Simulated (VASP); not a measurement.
# CdTe (F-43m) in VASP: notebook

Aim: see how the results for CdTe move with the level of theory and the settings. Levels: LDA, PBE. Tasks: single point, relaxation of cell and atoms.

Everything below comes from runs of VASP 6.6.1. Logs are shortened: lines on timing, memory, paths and dates and some standing lists are left out, and cuts for length are marked.

## (1) The cell of the first run

The structure is cubic, space group F-43m (No. 216). The conventional cell has a = 6.771 Å, b = 6.771 Å, c = 6.771 Å, α = 90.00°, β = 90.00°, γ = 90.00°. Within 3.9 Å of Cd (site symmetry -43m) lie 4 Te at 2.93 Å. Te (site symmetry -43m) has 4 Cd at 2.93 Å within 3.9 Å.

## (2) Single point, LDA

INCAR reads:

```
SYSTEM = CdTe
PREC = Accurate
ENCUT = 520
EDIFF = 1E-7
ISMEAR = 0
SIGMA = 0.02
LREAL = .False.
LASPH = .True.
NELM = 100
ALGO = Normal
ISIF = 2
LWAVE = .False.
LCHARG = .False.
GGA = CA
NBANDS = 16
```

KPOINTS reads:

```
regular mesh
0
Gamma
  10 10 10
  0 0 0
```

POSCAR reads:

```
CdTe
1.0
    0.0000000000      3.3852522161      3.3852522161
    3.3852522161      0.0000000000      3.3852522161
    3.3852522161      3.3852522161      0.0000000000
Cd Te
1 1
Direct
    0.0000000000      0.0000000000      0.0000000000
    0.2500000000      0.2500000000      0.2500000000
```

Potentials or basis: VASP PAW LDA potentials, release 64 (Cd, Te).

Launch:

```console
$ cat potpaw_LDA.64/Cd/POTCAR potpaw_LDA.64/Te/POTCAR > POTCAR
$ mpirun -np 1 vasp_std > vasp.out
```

OUTCAR:

```text
SYSTEM = CdTe
   PREC = Accurate
   ENCUT = 520
   EDIFF = 1E-7
   ISMEAR = 0
   LREAL = .False.
   LASPH = .True.
   NELM = 100
   ISIF = 2
   GGA = CA

 ion  position               nearest neighbor table
   1  0.000  0.000  0.000-   2 2.93   2 2.93   2 2.93   2 2.93
   2  0.250  0.250  0.250-   1 2.93   1 2.93   1 2.93   1 2.93

  LATTYP: Found a face centered cubic cell.
 ALAT       =     6.7705044322

  Lattice vectors:

 A1 = (   0.0000000000,   3.3852522161,   3.3852522161)
 A2 = (   3.3852522161,   0.0000000000,   3.3852522161)
 A3 = (   3.3852522161,   3.3852522161,   0.0000000000)

Analysis of symmetry for initial positions (statically):
=====================================================================
 Subroutine PRICEL returns:
 Original cell was already a primitive cell.

 Routine SETGRP: Setting up the symmetry group for a
 face centered cubic supercell.

 Subroutine GETGRP returns: Found 24 space group operations
 (whereof 24 operations were pure point group operations)
 out of a pool of 48 trial point group operations.

The static configuration has the point symmetry T_d .

Analysis of symmetry for dynamics (positions and initial velocities):
=====================================================================
 Subroutine PRICEL returns:
 Original cell was already a primitive cell.

 Routine SETGRP: Setting up the symmetry group for a
 face centered cubic supercell.

 Subroutine GETGRP returns: Found 24 space group operations
 (whereof 24 operations were pure point group operations)
 out of a pool of 48 trial point group operations.

The dynamic configuration has the point symmetry T_d .

 Subroutine INISYM returns: Found 24 space group operations
 (whereof 24 operations are pure point group operations),
 and found     1 'primitive' translations

----------------------------------------------------------------------------------------

                                     Primitive cell

  volume of cell :      77.5895

  direct lattice vectors                    reciprocal lattice vectors
     0.000000000  3.385252216  3.385252216    -0.147699482  0.147699482  0.147699482
     3.385252216  0.000000000  3.385252216     0.147699482 -0.147699482  0.147699482
     3.385252216  3.385252216  0.000000000     0.147699482  0.147699482 -0.147699482

  length of vectors
     4.787469596  4.787469596  4.787469596     0.255823008  0.255823008  0.255823008

  position of ions in fractional coordinates (direct lattice)
     0.000000000  0.000000000  0.000000000
     0.250000000  0.250000000  0.250000000

  ion indices of the primitive-cell ions
   primitive index   ion index
                 1           1
                 2           2

----------------------------------------------------------------------------------------

 KPOINTS: regular mesh

Automatic generation of k-mesh.
 Grid dimensions read from file:
 generate k-points for:   10   10   10

 Generating k-lattice:

  Cartesian coordinates                     Fractional coordinates (reciprocal lattice)
    -0.014769948  0.014769948  0.014769948     0.100000000  0.000000000  0.000000000
     0.014769948 -0.014769948  0.014769948     0.000000000  0.100000000  0.000000000
     0.014769948  0.014769948 -0.014769948     0.000000000  0.000000000  0.100000000

  Length of vectors
     0.025582301  0.025582301  0.025582301

  Shift w.r.t. Gamma in fractional coordinates (k-lattice)
     0.000000000  0.000000000  0.000000000

 Subroutine IBZKPT returns following result:
 ===========================================

 Found     47 irreducible k-points:

 Following reciprocal coordinates:
            Coordinates               Weight
  0.000000  0.000000  0.000000      1.000000
  0.100000  0.000000  0.000000      8.000000
  0.200000  0.000000  0.000000      8.000000
  0.300000  0.000000  0.000000      8.000000
  0.400000  0.000000  0.000000      8.000000
  0.500000  0.000000  0.000000      4.000000
[... 16 lines left out ...]
  0.300000  0.300000  0.000000      6.000000
  0.400000  0.300000  0.000000     24.000000
 [... further k-points ...]
   k-points           NKPTS =     47   k-points in BZ     NKDIM =     47   number of bands    NBANDS=     16
   number of dos      NEDOS =    301   number of ions     NIONS =      2
   total plane-waves  NPLWV =  46656
   dimension x,y,z NGX =    36 NGY =   36 NGZ =   36
   dimension x,y,z NGXF=    72 NGYF=   72 NGZF=   72
   ions per type =               1   1
   NGX,Y,Z   is equivalent  to a cutoff of  12.50, 12.50, 12.50 a.u.
   NGXF,Y,Z  is equivalent  to a cutoff of  25.00, 25.00, 25.00 a.u.
 SYSTEM =  CdTe
   PREC   = accura    normal or accurate (medium, high low for compatibility)
   ISTART =      0    job   : 0-new  1-cont  2-samecut
   ICHARG =      2    charge: 1-file 2-atom 10-const
   ISPIN  =      1    spin polarized calculation?
   LNONCOLLINEAR =      F non collinear calculations
   LSORBIT =      F    spin-orbit coupling
   LASPH  =      T    aspherical Exc in radial PAW
   ENCUT  =  520.0 eV  38.22 Ry    6.18 a.u.   8.90  8.90  8.90*2*pi/ulx,y,z
   NELM   =    100;   NELMIN=  2; NELMDL= -5     # of ELM steps
   EDIFF  = 0.1E-06   stopping-criterion for ELM
   LREAL  =      F    real-space projection
   EDIFFG = 0.1E-05   stopping-criterion for IOM
   NSW    =      0    number of steps for IOM
   IBRION =     -1    ionic relax: 0-MD 1-quasi-New 2-CG
   NFREE  =      0    steps in history (QN), initial steepest desc. (CG)
   ISIF   =      2    stress and relaxation
   ISYM   =      2    0-nonsym 1-usesym 2-fastsym
   POTIM  = 0.5000    time-step for ionic-motion
   TEBEG  =    0.0;   TEEND  =   0.0 temperature during run
   PSTRESS=    0.0 pullay stress
   NELECT =      18.0000    total number of electrons
   NUPDOWN=      -1.0000    fix difference up-down
   EMIN   =  10.00;   EMAX   =-10.00  energy-range for DOS
   EFERMI =   0.00;   METHOD = LEGACY
   ISMEAR =     0;   SIGMA  =   0.02  broadening in eV -4-tet -1-fermi 0-gaus
   EFERMI_NEDOS =   21; number of points for ismear=-14 and -15
   IALGO  =     38    algorithm
   IMIX   =      4    mixing-type and parameters
     AMIX     =   0.40;   BMIX     =  1.00
     AMIX_MAG =   1.60;   BMIX_MAG =  1.00
  volume/ion in A,a.u.               =      38.79       261.80
  Fermi-wavevector in a.u.,A,eV,Ry     =   1.005923  1.900918 13.767471  1.011881
  Thomas-Fermi vector in A             =   2.138633
   LORBIT       =      0    0 simple, 1 ext, 2 COOP (PROOUT), +10 PAW based schemes
   GGA     = CA    functional components
   LHFCALC =     F    Hartree Fock is set to
   AEXX    =    0.0000 exact exchange contribution
   IVDW    =     0    specifies the selected vdW correction
   LEPSILON=     F    determine dielectric tensor
   LRPA    =     F    only Hartree local field effects (RPA)
 non-spin polarized calculation
 Gauss-broadening in eV      SIGMA  =   0.02
  energy-cutoff  :      520.00
  volume of cell :       77.59
 maximum number of plane-waves:      2108
   NGX = 17   NGY = 17   NGZ = 17

 number of electron      17.9999992 magnetization

 Free energy of the ion-electron system (eV)
  ---------------------------------------------------
  ext. energy  EPLUGINS =         0.00000000
  ---------------------------------------------------
  free energy    TOTEN  =        -5.84507905 eV

  energy without entropy =       -5.84507905  energy(sigma->0) =       -5.84507905

 E-fermi :   1.1275     XC(G=0):  -8.3987

 val. band max:        1.0420453082   @ k =   0.0000   0.0000   0.0000
 cond. band min:       1.2162257959   @ k =   0.0000   0.0000   0.0000
 fundamental gap:      0.1741804876
 Fermi energy:         1.1274607329

 k-point     1 :       0.0000    0.0000    0.0000
  band No.  band energies     occupation
      1      -9.5387      2.00000
      2      -6.8696      2.00000
      3      -6.8696      2.00000
      4      -6.8696      2.00000
      5      -6.6904      2.00000
      6      -6.6904      2.00000
[... 8 lines left out ...]
     15      10.1406      0.00000
     16      10.1406      0.00000

 k-point     2 :       0.1000    0.0000    0.0000
  band No.  band energies     occupation
      1      -9.5106      2.00000
      2      -6.8646      2.00000
      3      -6.8646      2.00000
      4      -6.8457      2.00000
      5      -6.6907      2.00000
      6      -6.6907      2.00000
[... 8 lines left out ...]
     15       9.6419      0.00000
     16       9.6419      0.00000

 k-point     3 :       0.2000    0.0000    0.0000
  band No.  band energies     occupation
      1      -9.4369      2.00000
      2      -6.8523      2.00000
      3      -6.8523      2.00000
      4      -6.7710      2.00000
      5      -6.6909      2.00000
      6      -6.6909      2.00000
[... 8 lines left out ...]
     15       9.2874      0.00000
     16       9.2874      0.00000

 k-point     4 :       0.3000    0.0000    0.0000
  band No.  band energies     occupation
      1      -9.3461      2.00000
      2      -6.8387      2.00000
      3      -6.8387      2.00000
      4      -6.6893      2.00000
      5      -6.6893      2.00000
      6      -6.6467      2.00000
[... 8 lines left out ...]
     15       9.4784      0.00000
     16       9.4784      0.00000
[... 324 lines left out ...]
 k-point    22 :      -0.2000    0.2000    0.0000
  band No.  band energies     occupation
      1      -9.3157      2.00000
      2      -6.8323      2.00000
      3      -6.8237      2.00000
      4      -6.6967      2.00000
      5      -6.6945      2.00000
      6      -6.6034      2.00000
[... 8 lines left out ...]
     15      10.0853      0.00000
     16      10.7129      0.00000

 k-point    23 :       0.3000    0.3000    0.0000
  band No.  band energies     occupation
      1      -9.2846      2.00000
      2      -6.8003      2.00000
      3      -6.8003      2.00000
      4      -6.7394      2.00000
      5      -6.6765      2.00000
      6      -6.5913      2.00000
[... 8 lines left out ...]
     15      10.8761      0.00000
     16      11.7248      0.00000

 k-point    24 :       0.4000    0.3000    0.0000
  band No.  band energies     occupation
      1      -9.2285      2.00000
      2      -6.7913      2.00000
      3      -6.7868      2.00000
      4      -6.7359      2.00000
      5      -6.6745      2.00000
      6      -6.4909      2.00000
[... 8 lines left out ...]
     15      11.2170      0.00000
     16      11.9360      0.00000

 [... further k-points ...]

------------------------ aborting loop because EDIFF is reached ----------------------------------------

  FORCE on cell =-STRESS in cart. coord.  units (eV):
  Direction    XX          YY          ZZ          XY          YZ          ZX
  --------------------------------------------------------------------------------------
  -------------------------------------------------------------------------------------
  Total       -2.4195368     -2.4195368     -2.4195368     -0.0000000      0.0000000      0.0000000
  in kB      -49.9619894    -49.9619894    -49.9619894     -0.0000000      0.0000000      0.0000000
  external PRESSURE =     -49.9619894 kB  Pullay stress =       0.0000000 kB

 VOLUME and BASIS-vectors are now :
 -----------------------------------------------------------------------------
  energy-cutoff  :      520.00
  volume of cell :       77.59
      direct lattice vectors                 reciprocal lattice vectors
     0.000000000  3.385252216  3.385252216    -0.147699482  0.147699482  0.147699482
     3.385252216  0.000000000  3.385252216     0.147699482 -0.147699482  0.147699482
     3.385252216  3.385252216  0.000000000     0.147699482  0.147699482 -0.147699482

 POSITION                                       TOTAL-FORCE (eV/Angst)
 -----------------------------------------------------------------------------------
      0.00000      0.00000      0.00000        -0.000000      0.000000     -0.000000
      1.69263      1.69263      1.69263         0.000000     -0.000000      0.000000
 -----------------------------------------------------------------------------------
    total drift:                                0.000000      0.000000      0.000000

  FREE ENERGIE OF THE ION-ELECTRON SYSTEM (eV)
  ---------------------------------------------------
  free  energy   TOTEN  =        -5.8450790532 eV

  energy  without entropy=       -5.8450790532  energy(sigma->0) =       -5.84507905
```

It took 18 s on 1 thread of Intel Xeon 6975P-C (Granite Rapids), shared host; peak memory 0.21 GiB.

What came out:

| Quantity | Value |
| --- | --- |
| Free energy | -5.8451 eV |
| Pressure | -5.0 GPa |
| Band gap on the k mesh | 0.17 eV, direct |

Levels at points of the mesh, in eV from the valence-band top:
| k point | band 5 | band 6 | band 7 | band 8 | band 9 | band 10 | band 11 | band 12 | band 13 | band 14 |
| --- | --- | --- | --- | --- | --- | --- | --- | --- | --- | --- |
| (0.00, 0.00, 0.00) | -7.73 | -7.73 | 0.00 | 0.00 | 0.00 | 0.17 | 4.56 | 4.56 | 4.56 | 7.00 |
| (0.50, 0.00, 0.00) | -7.73 | -7.48 | -3.82 | -0.61 | -0.61 | 1.52 | 5.11 | 5.11 | 6.64 | 8.03 |
| (0.50, 0.50, 0.00) | -7.71 | -7.39 | -3.79 | -1.48 | -1.48 | 2.52 | 2.69 | 7.97 | 8.32 | 8.32 |

Caveat: spin-orbit coupling is left out, which moves the levels of the heavy elements.

(Continued in part 2 of 2.)
